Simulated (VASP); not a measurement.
Here is a VASP 6.6.1 calculation.

The input INCAR:

```
PREC = Accurate
ENCUT = 520
EDIFF = 1E-7
ISMEAR = 0
SIGMA = 0.02
LREAL = F
LASPH = T
NELM = 100
ALGO = Normal
ISIF = 2
LWAVE = F
LCHARG = F
GGA = PE
NBANDS = 36
```

KPOINTS

```
Automatic mesh
0
Gamma
  9 9 3
```

POSCAR

```
LiCl
1.0
    3.6111591399      0.0000000000      0.0000000000
   -1.8055795699      3.1273555522      0.0000000000
    0.0000000000      0.0000000000     15.4884112464
Li Cl
5 5
Direct
    0.0000000000      0.0000000000     -0.0073571422
    0.3333333333      0.6666666667      0.1945546413
    0.0000000000      0.0000000000      0.4054453587
    0.3333333333      0.6666666667      0.6073571422
    0.6666666667      0.3333333333      0.8000000000
    0.6666666667      0.3333333333      0.0890812150
    0.6666666667      0.3333333333      0.3000000000
    0.6666666667      0.3333333333      0.5109187850
    0.0000000000      0.0000000000      0.7036539033
    0.3333333333      0.6666666667      0.8963460967
```

Potentials or basis: VASP PAW PBE potentials, release 64 (Li_sv, Cl).

Command:

```sh
$ cat potpaw_PBE.64/Li_sv/POTCAR potpaw_PBE.64/Cl/POTCAR > POTCAR
$ mpirun -np 1 vasp_std > vasp.out
```

Problem. What does it give for the band gap on the k mesh?

Solution. 5.67 eV, direct.

Problem. Predict the largest force.

Solution. 0.005 eV/Å.

Forces on the atoms (eV/Å):
```
Li   0.000  0.000  0.001
Li   0.000  0.000 -0.005
Li   0.000  0.000  0.005
Li   0.000  0.000 -0.001
Li   0.000  0.000  0.000
Cl   0.000  0.000  0.000
Cl   0.000  0.000  0.000
Cl   0.000  0.000  0.000
Cl   0.000  0.000  0.000
Cl   0.000  0.000  0.000
```

 A k mesh can miss the band edges.
